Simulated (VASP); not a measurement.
Write the native input for VASP 6.6.1 that does the following.

```yaml
Task: relaxation of cell and atoms
Functional: PBE
Potentials_or_basis: VASP PAW PBE potentials, release 64 (Sb, Se)
Cutoff: 600 eV
k_mesh: 6 × 6 × 4
Occupations: gaussian, width 0.1 eV
Spin: no spin polarisation
Dipole_correction: no
Further_INCAR_settings: ALGO = Normal; EDIFF = 1e-07; IBRION = 2; EDIFFG = -0.04; NSW = 90; ISIF = 3
```

The structure of SbSe lies in POSCAR:

```
SbSe
1.0
    4.4077614704      0.0000000000      0.0000000000
   -2.2038807351      3.8172334072      0.0000000000
    0.0000000000      0.0000000000      7.0588779921
Sb Se
2 2
Direct
    0.3333333333      0.6666666667      0.0000000000
    0.6666666667      0.3333333333      0.5000000000
    0.3333333333      0.6666666667      0.3821000000
    0.6666666667      0.3333333333      0.8821000000
```

One way to write it, as run:

INCAR

```
SYSTEM = SbSe
PREC     = Accurate       ! precision mode
ENCUT    = 600            ! plane-wave cutoff, eV
EDIFF    = 1E-7           ! SCF threshold, eV
ISMEAR   = 0              ! smearing method
SIGMA    = 0.1            ! smearing width, eV
LREAL    = .FALSE.        ! projectors in reciprocal space
LASPH    = .TRUE.         ! aspherical terms in the spheres
NELM     = 60             ! most SCF steps
ALGO     = Normal         ! electronic algorithm
ISIF     = 3              ! what is computed and relaxed
LWAVE    = .FALSE.        ! write WAVECAR
LCHARG   = .FALSE.        ! write CHGCAR
GGA      = PE             ! functional
IBRION   = 2              ! ionic algorithm
NSW      = 90             ! ionic steps
EDIFFG   = -0.04          ! ionic threshold
```

KPOINTS

```
Automatic mesh
0
G
  6 6 4
  0 0 0
```

Potentials or basis: VASP PAW PBE potentials, release 64 (Sb, Se).

Run with:

```console
$ cat potpaw_PBE.64/Sb/POTCAR potpaw_PBE.64/Se/POTCAR > POTCAR
$ mpirun -np 1 vasp_std > vasp.out
```

It gave:

```
Relaxed volume                        : 33.02 Å³/atom
Relaxed cell                          : a = 5.074 Å, b = 5.074 Å, c = 5.924 Å, α = 90.00°, β = 90.00°, γ = 120.00°
Space group after relaxing (to 0.1 Å) : P6_3/mmc (No. 194)
Energy gained by relaxing             : 422.5 meV/atom
Ionic steps                           : 22
Pressure after relaxing               : 0.0 GPa
Largest force after relaxing          : 0.010 eV/Å
Band gap on the k mesh                : zero (bands 11 and 12 overlap by 1.31 eV)
```

Caveat: a cell axis changed by over 15 % at a fixed basis, so the end point is rough; spin-orbit coupling is left out, which moves the levels of the heavy elements.

Run time: 4.9 min on 1 thread of Intel(R) Xeon(R) 6975P-C (Granite Rapids) (shared host), peak memory 0.29 GiB.
